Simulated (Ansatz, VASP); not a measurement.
## One calculation of Te2Mo, two programs

```xyz
3
Lattice="1.7510 1.0109 7.0688 -1.7510 1.0109 7.0688 0.0000 -2.0218 7.0688" Properties=species:S:1:pos:R:3 pbc="T T T"
Mo    0.0000    0.0000    0.0000
Te    0.0000    0.0000    5.2287
Te    0.0000    0.0000   15.9776
```

Alike in both runs: task single point; functional PBE; k mesh 8 × 8 × 8; occupations fermi-dirac, width 0.02 eV; no spin polarisation.

```csv
,VASP,Ansatz
version,VASP 6.6.1,Ansatz 0.2.0
potentials or method,"VASP PAW PBE potentials, release 64 (Mo_sv, Te)","plane waves, PAW"
plane-wave cutoff (eV),500,420
valence electrons in the cell,26,46
```

|  | VASP | Ansatz | Ansatz less VASP |
| --- | --- | --- | --- |
| pressure (GPa) | 1.8 | 1.8 | 0.00 |
| traceless stress, the component that is largest in VASP (GPa) | 1.08 | 1.03 | -0.055 |
| rms of the force components (eV/Å) | 0.122 | 0.116 | -0.0060 |

Atom by atom the forces differ by 0.006 eV/Å (rms over components). VASP's potentials hold 26 valence electrons a cell and Ansatz's 46, so a difference there can come from the potentials and not from the codes.

Neither program's run includes spin-orbit coupling.
